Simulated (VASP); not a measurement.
MoS2, 3 atoms in the cell. Symmetry: R3m, No. 160, trigonal system. Conventional cell: a = 3.153 Å, b = 3.153 Å, c = 17.987 Å, α = 90.00°, β = 90.00°, γ = 120.00°. Within 3.2 Å of Mo (site symmetry 3m) lie 6 S at 2.40 Å and 6 Mo at 3.15 Å. S (site symmetry 3m) has 3 Mo at 2.40 Å and 7 S at 3.13 to 3.15 Å within 3.2 Å. S (site symmetry 3m) has 3 Mo at 2.40 Å and 7 S at 3.13 to 3.15 Å within 3.2 Å. 

* Program: VASP 6.6.1
* Task: single point
* Functional: PBE
* Dispersion: D3(BJ)
* Potentials or basis: VASP PAW PBE potentials, release 64 (Mo_sv, S)
* Cutoff: 520 eV
* k mesh: 8 × 8 × 8
* Occupations: fermi-dirac, width 0.02 eV
* Spin: no spin polarisation
* Dipole correction: no
* Further INCAR settings: ALGO = Normal; EDIFF = 1e-06; NBANDS = 20

Potentials or basis: VASP PAW PBE potentials, release 64 (Mo_sv, S).

The run is started by

```bash
$ cat potpaw_PBE.64/Mo_sv/POTCAR potpaw_PBE.64/S/POTCAR > POTCAR
$ mpirun -np 1 vasp_std > vasp.out
```

Hardware: 1 thread of Intel Xeon 8259CL (shared host).

Question: How long does it take, and how much memory?

Answer: It took 5.5 min on 1 thread of Intel Xeon 8259CL, with other jobs on the host, peak memory 0.35 GiB. Counts: scf iterations 14, k points 65.
